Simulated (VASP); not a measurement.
# GaN (Cmc2_1) in VASP: a series of runs

GaN is run at these levels: PBE; tasks: single point.

Program: VASP 6.6.1. These are calculated values, not measurements. Logs are shortened: lines on timing, memory, paths and dates and some standing lists are left out, and cuts for length are marked.

## (1) The cell of the first run

It takes space group Cmc2_1 (No. 36, orthorhombic). The conventional cell has a = 3.281 Å, b = 5.422 Å, c = 5.018 Å, α = 90.00°, β = 90.00°, γ = 90.00°. Within 2.5 Å of Ga (site symmetry m) lie 4 N at 1.89 to 1.97 Å. N (site symmetry m) has 4 Ga at 1.89 to 1.97 Å within 2.5 Å.

## (2) Single point, PBE

INCAR reads:

```
SYSTEM = GaN
PREC     = Accurate       ! precision mode
ENCUT    = 520            ! plane-wave cutoff, eV
EDIFF    = 1E-6           ! SCF threshold, eV
ISMEAR   = 0              ! smearing method
SIGMA    = 0.01           ! smearing width, eV
LREAL    = .False.        ! projectors in reciprocal space
LASPH    = .True.         ! aspherical terms in the spheres
NELM     = 100            ! most SCF steps
ALGO     = Normal         ! electronic algorithm
ISIF     = 2              ! what is computed and relaxed
LWAVE    = .False.        ! write WAVECAR
LCHARG   = .True.         ! write CHGCAR
GGA      = PE             ! functional
LELF     = .True.         ! ELF
LVHAR    = .True.       
NBANDS   = 46             ! bands
```

KPOINTS reads:

```
Automatic mesh
0
Gamma
  4 4 7
  0 0 0
```

POSCAR reads:

```
GaN
1.0
    5.4218072100      0.0000000000      0.0000000000
    0.0000000000      5.0179562000      0.0000000000
    0.0000000000      0.0000000000      3.2805900000
Ga N
4 4
Direct
    0.3333333330      0.0000000000      0.0000000000
    0.6666666670      0.5000000000      0.0000000000
    0.1666666670      0.5000000000      0.5000000000
    0.8333333330      0.0000000000      0.5000000000
    0.3333333330      0.3767344770      0.0000000000
    0.6666666670      0.8767344770      0.0000000000
    0.1666666670      0.8767344770      0.5000000000
    0.8333333330      0.3767344770      0.5000000000
```

Potentials or basis: VASP PAW PBE potentials, release 64 (Ga_d, N).

Command:

```
> cat potpaw_PBE.64/Ga_d/POTCAR potpaw_PBE.64/N/POTCAR > POTCAR
> mpirun -np 1 vasp_std > vasp.out
```

OUTCAR:

```text
SYSTEM = GaN
   PREC = Accurate
   ENCUT = 520
   EDIFF = 1E-6
   ISMEAR = 0
   LREAL = .False.
   LASPH = .True.
   NELM = 100
   ISIF = 2
   GGA = PE

 ion  position               nearest neighbor table
   1  0.333  0.000  0.000-   5 1.89   6 1.91   7 1.97   7 1.97
   2  0.667  0.500  0.000-   6 1.89   5 1.91   8 1.97   8 1.97
   3  0.167  0.500  0.500-   7 1.89   8 1.91   5 1.97   5 1.97
   4  0.833  0.000  0.500-   8 1.89   7 1.91   6 1.97   6 1.97
   5  0.333  0.377  0.000-   1 1.89   2 1.91   3 1.97   3 1.97
   6  0.667  0.877  0.000-   2 1.89   1 1.91   4 1.97   4 1.97
   7  0.167  0.877  0.500-   3 1.89   4 1.91   1 1.97   1 1.97
   8  0.833  0.377  0.500-   4 1.89   3 1.91   2 1.97   2 1.97

  LATTYP: Found a simple orthorhombic cell.
 ALAT       =     3.2805900000
 B/A-ratio  =     1.5295895555
 C/A-ratio  =     1.6526927199

  Lattice vectors:

 A1 = (   0.0000000000,   0.0000000000,  -3.2805900000)
 A2 = (   0.0000000000,   5.0179562000,   0.0000000000)
 A3 = (   5.4218072100,   0.0000000000,   0.0000000000)

Analysis of symmetry for initial positions (statically):
=====================================================================
 Subroutine PRICEL returns following result:

  LATTYP: Found a base centered orthorhombic cell.
 ALAT       =     3.2805900000
 B/A-ratio  =     1.6526927199
 C/A-ratio  =     1.5295895555

  Lattice vectors:

 A1 = (  -2.7109036050,   0.0000000000,   1.6402950000)
 A2 = (   2.7109036050,   0.0000000000,   1.6402950000)
 A3 = (   0.0000000000,   5.0179562000,   0.0000000000)

   2 primitive cells build up your supercell.

 Routine SETGRP: Setting up the symmetry group for a
 simple orthorhombic supercell.

 Subroutine GETGRP returns: Found  4 space group operations
 (whereof  2 operations were pure point group operations)
 out of a pool of  8 trial point group operations.

The static configuration has the point symmetry C_1h.
 The point group associated with its full space group is C_2v.

Analysis of symmetry for dynamics (positions and initial velocities):
=====================================================================
 Subroutine PRICEL returns following result:

  LATTYP: Found a base centered orthorhombic cell.
 ALAT       =     3.2805900000
 B/A-ratio  =     1.6526927199
 C/A-ratio  =     1.5295895555

  Lattice vectors:

 A1 = (  -2.7109036050,   0.0000000000,   1.6402950000)
 A2 = (   2.7109036050,   0.0000000000,   1.6402950000)
 A3 = (   0.0000000000,   5.0179562000,   0.0000000000)

   2 primitive cells build up your supercell.

 Routine SETGRP: Setting up the symmetry group for a
 simple orthorhombic supercell.

 Subroutine GETGRP returns: Found  4 space group operations
 (whereof  2 operations were pure point group operations)
 out of a pool of  8 trial point group operations.

The dynamic configuration has the point symmetry C_1h.
 The point group associated with its full space group is C_2v.

 Subroutine INISYM returns: Found  4 space group operations
 (whereof  2 operations are pure point group operations),
 and found     2 'primitive' translations

----------------------------------------------------------------------------------------

                                     Primitive cell

  volume of cell :      44.6265

  direct lattice vectors                    reciprocal lattice vectors
    -2.710903605  0.000000000  1.640295000    -0.184440346  0.000000000  0.304823218
     2.710903605  0.000000000  1.640295000     0.184440346  0.000000000  0.304823218
     0.000000000  5.017956200  0.000000000     0.000000000  0.199284322  0.000000000

  length of vectors
     3.168527425  3.168527425  5.017956200     0.356279996  0.356279996  0.199284322

  position of ions in fractional coordinates (direct lattice)
     0.666666667  0.333333333  0.000000000
     0.333333333  0.666666667  0.500000000
     0.666666667  0.333333333  0.376734477
     0.333333333  0.666666667  0.876734477

  ion indices of the primitive-cell ions
   primitive index   ion index
                 1           1
                 2           2
                 3           5
                 4           6

----------------------------------------------------------------------------------------

 KPOINTS: Automatic mesh

Automatic generation of k-mesh.
 Grid dimensions read from file:
 generate k-points for:    4    4    7

 Generating k-lattice:

  Cartesian coordinates                     Fractional coordinates (reciprocal lattice)
     0.046110087  0.000000000  0.000000000     0.250000000  0.000000000  0.000000000
     0.000000000  0.049821081  0.000000000     0.000000000  0.250000000  0.000000000
     0.000000000  0.000000000  0.043546174     0.000000000  0.000000000  0.142857143

  Length of vectors
     0.046110087  0.049821081  0.043546174

  Shift w.r.t. Gamma in fractional coordinates (k-lattice)
     0.000000000  0.000000000  0.000000000

 Subroutine IBZKPT returns following result:
 ===========================================

 Found     36 irreducible k-points:

 Following reciprocal coordinates:
            Coordinates               Weight
  0.000000  0.000000  0.000000      1.000000
  0.250000  0.000000  0.000000      2.000000
  0.500000  0.000000  0.000000      1.000000
  0.000000  0.250000  0.000000      2.000000
  0.250000  0.250000  0.000000      4.000000
  0.500000  0.250000  0.000000      2.000000
[... 16 lines left out ...]
  0.250000  0.250000  0.285714      8.000000
  0.500000  0.250000  0.285714      4.000000
 [... further k-points ...]
   k-points           NKPTS =     36   k-points in BZ     NKDIM =     36   number of bands    NBANDS=     46
   number of dos      NEDOS =    301   number of ions     NIONS =      8
   total plane-waves  NPLWV =  38400
   dimension x,y,z NGX =    40 NGY =   40 NGZ =   24
   dimension x,y,z NGXF=    80 NGYF=   80 NGZF=   48
   ions per type =               4   4
   NGX,Y,Z   is equivalent  to a cutoff of  12.26, 13.25, 12.16 a.u.
   NGXF,Y,Z  is equivalent  to a cutoff of  24.53, 26.50, 24.32 a.u.
 SYSTEM =  GaN
   PREC   = accura    normal or accurate (medium, high low for compatibility)
   ISTART =      0    job   : 0-new  1-cont  2-samecut
   ICHARG =      2    charge: 1-file 2-atom 10-const
   ISPIN  =      1    spin polarized calculation?
   LNONCOLLINEAR =      F non collinear calculations
   LSORBIT =      F    spin-orbit coupling
   LASPH  =      T    aspherical Exc in radial PAW
   ENCUT  =  520.0 eV  38.22 Ry    6.18 a.u.  10.08  9.33  6.10*2*pi/ulx,y,z
   NELM   =    100;   NELMIN=  2; NELMDL= -5     # of ELM steps
   EDIFF  = 0.1E-05   stopping-criterion for ELM
   LREAL  =      F    real-space projection
   EDIFFG = 0.1E-04   stopping-criterion for IOM
   NSW    =      0    number of steps for IOM
   IBRION =     -1    ionic relax: 0-MD 1-quasi-New 2-CG
   NFREE  =      0    steps in history (QN), initial steepest desc. (CG)
   ISIF   =      2    stress and relaxation
   ISYM   =      2    0-nonsym 1-usesym 2-fastsym
   POTIM  = 0.5000    time-step for ionic-motion
   TEBEG  =    0.0;   TEEND  =   0.0 temperature during run
   PSTRESS=    0.0 pullay stress
   NELECT =      72.0000    total number of electrons
   NUPDOWN=      -1.0000    fix difference up-down
   EMIN   =  10.00;   EMAX   =-10.00  energy-range for DOS
   EFERMI =   0.00;   METHOD = LEGACY
   ISMEAR =     0;   SIGMA  =   0.01  broadening in eV -4-tet -1-fermi 0-gaus
   EFERMI_NEDOS =   21; number of points for ismear=-14 and -15
   IALGO  =     38    algorithm
   IMIX   =      4    mixing-type and parameters
     AMIX     =   0.40;   BMIX     =  1.00
     AMIX_MAG =   1.60;   BMIX_MAG =  1.00
  volume/ion in A,a.u.               =      11.16        75.29
  Fermi-wavevector in a.u.,A,eV,Ry     =   1.523976  2.879896 31.599556  2.322502
  Thomas-Fermi vector in A             =   2.632346
   LORBIT       =      0    0 simple, 1 ext, 2 COOP (PROOUT), +10 PAW based schemes
   GGA     = PE    functional components
   LHFCALC =     F    Hartree Fock is set to
   AEXX    =    0.0000 exact exchange contribution
   IVDW    =     0    specifies the selected vdW correction
   LEPSILON=     F    determine dielectric tensor
   LRPA    =     F    only Hartree local field effects (RPA)
 non-spin polarized calculation
 Gauss-broadening in eV      SIGMA  =   0.01
  energy-cutoff  :      520.00
  volume of cell :       89.25
 maximum number of plane-waves:      2430
   NGX = 21   NGY = 19   NGZ = 13

 number of electron      72.0000026 magnetization

 Free energy of the ion-electron system (eV)
  ---------------------------------------------------
  ext. energy  EPLUGINS =         0.00000000
  ---------------------------------------------------
  free energy    TOTEN  =       -48.28877667 eV

  energy without entropy =      -48.28877667  energy(sigma->0) =      -48.28877667

 E-fermi :   5.7374     XC(G=0): -11.7930

 val. band max:        5.6220693505   @ k =   0.0000   0.0000   0.0000
 cond. band min:       7.6585534203   @ k =   0.0000   0.0000   0.0000
 fundamental gap:      2.0364840698
 Fermi energy:         5.7373696486

 k-point     1 :       0.0000    0.0000    0.0000
  band No.  band energies     occupation
      1     -10.6210      2.00000
      2      -9.6251      2.00000
      3      -9.5897      2.00000
      4      -9.4387      2.00000
      5      -7.8872      2.00000
      6      -7.8689      2.00000
[... 38 lines left out ...]
     45      15.4634      0.00000
     46      15.7641      0.00000

 k-point     2 :       0.2500    0.0000    0.0000
  band No.  band energies     occupation
      1     -10.4619      2.00000
      2      -9.7440      2.00000
      3      -9.5538      2.00000
      4      -9.4457      2.00000
      5      -7.8587      2.00000
      6      -7.8454      2.00000
[... 1070 lines left out ...]
 k-point    24 :       0.5000    0.2500    0.2857
  band No.  band energies     occupation
      1      -9.7220      2.00000
      2      -9.7220      2.00000
      3      -9.4637      2.00000
      4      -9.4637      2.00000
      5      -7.8148      2.00000
      6      -7.8148      2.00000
[... 38 lines left out ...]
     45      15.4559      0.00000
     46      15.4560      0.00000

 [... further k-points ...]

------------------------ aborting loop because EDIFF is reached ----------------------------------------

  FORCE on cell =-STRESS in cart. coord.  units (eV):
  Direction    XX          YY          ZZ          XY          YZ          ZX
  --------------------------------------------------------------------------------------
  -------------------------------------------------------------------------------------
  Total        7.0712308     12.2003213     -0.9615273      0.0000000      0.0000000      0.0000000
  in kB      126.9353849    219.0074851    -17.2603379      0.0000000      0.0000000      0.0000000
  external PRESSURE =     109.5608440 kB  Pullay stress =       0.0000000 kB

 VOLUME and BASIS-vectors are now :
 -----------------------------------------------------------------------------
  energy-cutoff  :      520.00
  volume of cell :       89.25
      direct lattice vectors                 reciprocal lattice vectors
     5.421807210  0.000000000  0.000000000     0.184440346  0.000000000  0.000000000
     0.000000000  5.017956200  0.000000000     0.000000000  0.199284322  0.000000000
     0.000000000  0.000000000  3.280590000     0.000000000  0.000000000  0.304823218

 POSITION                                       TOTAL-FORCE (eV/Angst)
 -----------------------------------------------------------------------------------
      1.80727      0.00000      0.00000        -0.416793     -0.505428     -0.000000
      3.61454      2.50898      0.00000         0.416793     -0.505428     -0.000000
      0.90363      2.50898      1.64030         0.416793     -0.505428     -0.000000
      4.51817      0.00000      1.64030        -0.416793     -0.505428     -0.000000
      1.80727      1.89044      0.00000        -0.488066      0.505428      0.000000
      3.61454      4.39942      0.00000         0.488066      0.505428      0.000000
      0.90363      4.39942      1.64030         0.488066      0.505428      0.000000
      4.51817      1.89044      1.64030        -0.488066      0.505428      0.000000
 -----------------------------------------------------------------------------------
    total drift:                               -0.000000     -0.000183     -0.000005

  FREE ENERGIE OF THE ION-ELECTRON SYSTEM (eV)
  ---------------------------------------------------
  free  energy   TOTEN  =       -48.2887766697 eV

  energy  without entropy=      -48.2887766697  energy(sigma->0) =      -48.28877667
```

Wall time 3.2 min (1 thread of Intel Xeon Platinum 8259CL at 2.50GHz (Skylake/Cascade Lake), shared host); peak memory 0.25 GiB.

Results:

```
Free energy            : -48.2888 eV
Pressure               : 11.0 GPa
Largest force          : 0.703 eV/Å
Band gap on the k mesh : 2.04 eV
```

Forces on the atoms (eV/Å):
```
Ga  -0.417 -0.505  0.000
Ga   0.417 -0.505  0.000
Ga   0.417 -0.505  0.000
Ga  -0.417 -0.505  0.000
N   -0.488  0.505  0.000
N    0.488  0.505  0.000
N    0.488  0.505  0.000
N   -0.488  0.505  0.000
```

Caveat: the stress differs along the axes, from -2 to 22 GPa.

## (3) Single point, PBE

This run uses another cell than the first one, of 11.21 Å³/atom.

INCAR reads:

```
SYSTEM = GaN
PREC = Accurate
ENCUT = 520
EDIFF = 1E-7
ISMEAR = 0
SIGMA = 0.01
LREAL = .FALSE.
LASPH = .TRUE.
NELM = 100
ALGO = Normal
ISIF = 2
LWAVE = .FALSE.
LCHARG = .FALSE.
GGA = PE
NBANDS = 46
```

KPOINTS reads:

```
Automatic mesh
0
G
  4 4 7
  0 0 0
```

POSCAR reads:

```
GaN
1.0
    5.4218072100      0.0000000000      0.0000000000
    0.0000000000      5.0179562000      0.0000000000
    0.0000000000      0.0000000000      3.2975008884
Ga N
4 4
Direct
    0.3319837634     -0.0040523348      0.0000000000
    0.6680162366      0.4959476652      0.0000000000
    0.1680162366      0.4959476652      0.5000000000
    0.8319837634     -0.0040523348      0.5000000000
    0.3273901450      0.3807868118      0.0000000000
    0.6726098550      0.8807868118      0.0000000000
    0.1726098550      0.8807868118      0.5000000000
    0.8273901450      0.3807868118      0.5000000000
```

Potentials or basis: VASP PAW PBE potentials, release 64 (Ga_d, N).

Command:

```
> cat potpaw_PBE.64/Ga_d/POTCAR potpaw_PBE.64/N/POTCAR > POTCAR
> mpirun -np 1 vasp_std > vasp.out
```

Wall time 4.2 min (1 thread of Intel Xeon Platinum 8259CL at 2.50GHz (Skylake/Cascade Lake), shared host); peak memory 0.25 GiB.

It converged, with:

```yaml
Free_energy: -48.3632 eV
Pressure: 8.9 GPa
Largest_force: 0.004 eV/Å
Band_gap_on_the_k_mesh: 1.93 eV
```

Forces in eV/Å, atoms in the order of the input:
```
Ga   0.002  0.003  0.000
Ga  -0.002  0.003  0.000
Ga  -0.002  0.003  0.000
Ga   0.002  0.003  0.000
N    0.001 -0.003  0.000
N   -0.001 -0.003  0.000
N   -0.001 -0.003  0.000
N    0.001 -0.003  0.000
```

Stress tensor (GPa, compression positive):
```
10.17  0.00  0.00
 0.00 16.42  0.00
 0.00  0.00 -0.02
```

Levels at points of the mesh, in eV from the valence-band top:
```tsv
k point	band 32	band 33	band 34	band 35	band 36	band 37	band 38	band 39	band 40	band 41
(0.00, 0.00, 0.00)	-1.45	-1.15	-0.32	-0.06	0.00	1.93	3.72	4.07	5.07	6.18
(0.50, 0.00, 0.00)	-2.64	-0.89	-0.89	-0.69	-0.69	4.24	4.24	5.08	5.08	7.62
(0.00, 0.50, 0.00)	-1.82	-0.97	-0.97	-0.61	-0.61	4.07	4.07	4.21	4.21	7.65
(0.50, 0.50, 0.00)	-1.96	-1.83	-1.83	-1.83	-1.83	5.00	5.00	5.00	5.00	7.45
```

Caveat: the stress differs along the axes, from -0 to 16 GPa.
